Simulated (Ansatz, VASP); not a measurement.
MnO: VASP beside Ansatz

The input INCAR:

```
PREC     = Accurate       # precision mode
ENCUT    = 520            # plane-wave cutoff, eV
EDIFF    = 1E-8           # SCF threshold, eV
ISMEAR   = -1             # smearing method
SIGMA    = 0.05           # smearing width, eV
LREAL    = F              # projectors in reciprocal space
LASPH    = T              # aspherical terms in the spheres
NELM     = 150            # most SCF steps
ALGO     = Normal         # electronic algorithm
ISIF     = 2              # what is computed and relaxed
LWAVE    = F              # write WAVECAR
LCHARG   = F              # write CHGCAR
ISPIN    = 2              # spin polarisation
MAGMOM   = 4 0            # initial moments
LORBIT   = 11             # projections on sites
LMAXMIX  = 4              # l up to which the mixer works
GGA      = PE             # functional
LEFG     = T            
NBANDS   = 20             # bands
```

The input KPOINTS:

```
regular mesh
0
Gamma
  14 14 14
```

File POSCAR:

```
MnO
1.0
    0.0000000000      2.4395078206      2.4395078206
    2.4395078206      0.0000000000      2.4395078206
    2.4395078206      2.4395078206      0.0000000000
Mn O
1 1
Direct
    0.0000000000      0.0000000000      0.0000000000
    0.2500000000      0.2500000000      0.2500000000
```

Input for Ansatz:

```yaml
crystal:
  lattice:
    - [0.0, 2.4395078206, 2.4395078206]
    - [2.4395078206, 0.0, 2.4395078206]
    - [2.4395078206, 2.4395078206, 0.0]
  atoms:
    - { symbol: Mn, position: [0.0, 0.0, 0.0], spin: 4.0 }
    - { symbol: O, position: [0.25, 0.25, 0.25] }
magnetization:
  spin_polarized: true
kpoints:
  mp_grid: { grid: [14, 14, 14] }
scf:
  occupations: { method: fermi_dirac, width: 0.05 }
hamiltonian:
  xc: pbe
  pseudopotentials: { kind: paw }
output:
  forces: true
  stress: true
  eigenvalues: true
  efg: { contact_densities: true }
```

Change from the starting cell: volume scaled by 1.05, PAW files.

Alike in both runs: task electric field gradients; functional PBE; k mesh 14 × 14 × 14; occupations fermi-dirac, width 0.05 eV; collinear spin.

```csv
,VASP,Ansatz
version,VASP 6.6.1,Ansatz 0.2.0
potentials or method,"VASP PAW PBE potentials, release 64 (Mn_pv, O)","PAW with Ansatz's default frozen-core files, scalar-relativistic"
plane-wave cutoff (eV),520,420
valence electrons in the cell,19,21
```

VASP gave:

```
pressure (GPa)                                                : -4.8
net moment per atom (μB)                                      : 2.50
size of the moment on the site where the two differ most (μB) : 4.44
```

Question: What did Ansatz give for the same quantities?

Answer: Pressure (GPa): -5.1; net moment per atom (μB): 2.50; size of the moment on the site where the two differ most (μB): 4.03.

Site moments also hang on the region over which each program counts them. VASP's potentials hold 19 valence electrons a cell and Ansatz's 21, so a difference there can come from the potentials and not from the codes.
